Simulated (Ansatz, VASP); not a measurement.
Pt: VASP beside Ansatz

```
CELL_PARAMETERS angstrom
2.69165 0.00000 0.00000
-1.34582 2.33104 0.00000
0.00000 0.00000 4.55253
ATOMIC_POSITIONS crystal
Pt 0.66667 0.33333 0.75000
Pt 0.33333 0.66667 0.25000
```

Change from the starting cell: strain -0.025 along x and y, -0.050 along z, atoms carried along.

Alike in both runs: task single point; functional r2SCAN; k mesh 18 × 18 × 10; occupations gaussian, width 0.15 eV; no spin polarisation.

|  | VASP | Ansatz |
| --- | --- | --- |
| version | VASP 6.6.1 | Ansatz 0.2.0 |
| potentials or method | VASP PAW PBE potentials, release 64 (Pt), cutoff 520 eV | scalar-relativistic, plane waves, PAW |
| valence electrons in the cell | 20 | 36 |

VASP gave:

| Item | Value |
| --- | --- |
| gap on the k mesh at the Fermi level (eV) | none |
| pressure (GPa) | 25.4 |
| traceless stress, the component that is largest in VASP (GPa) | 3.17 |

Estimate Ansatz's values.

gap on the k mesh at the Fermi level (eV): none; pressure (GPa): 24.3; traceless stress, the component that is largest in VASP (GPa): 3.36.

VASP's potentials were made for PBE, not for r2SCAN. A gap of «none» marks a metal or a gap that the smearing closes. The functional is the same, so the differences come from potentials, cutoffs and numerics. VASP's potentials hold 20 valence electrons a cell and Ansatz's 36, so a difference there can come from the potentials and not from the codes.

Spin-orbit coupling is off throughout.
